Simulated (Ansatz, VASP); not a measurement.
One calculation of RbBr, two programs

```
CELL_PARAMETERS angstrom
0.00000 3.48483 3.48483
3.48483 0.00000 3.48483
3.48483 3.48483 0.00000
ATOMIC_POSITIONS crystal
Rb 0.00000 0.00000 0.00000
Br 0.50000 0.50000 0.50000
```

Alike in both runs: functional r2SCAN; k mesh 8 × 8 × 8; occupations fermi-dirac, width 0.02 eV; no spin polarisation.

Ansatz relaxed the structure, and its values are those at the end. VASP's run is a single point on that final structure, the one shown.

```csv
,VASP,Ansatz
version,VASP 6.6.1,Ansatz 0.2.0
potentials or method,"VASP PAW PBE potentials, release 64 (Rb_sv, Br), cutoff 520 eV",PAW plane waves
valence electrons in the cell,16,16
```

Ansatz gave:

| Property | Result |
| --- | --- |
| gap on the k mesh at the Fermi level (eV) | 4.84 |
| pressure (GPa) | -0.3 |

**Question.** Estimate VASP's values.

**Answer.** gap on the k mesh at the Fermi level (eV): 4.84; pressure (GPa): -0.2.

VASP's potentials were made for PBE, not for r2SCAN. With one functional, cell and mesh, what is left measures potentials, basis and numerics. Ansatz's warnings: stress scf threshold loose.
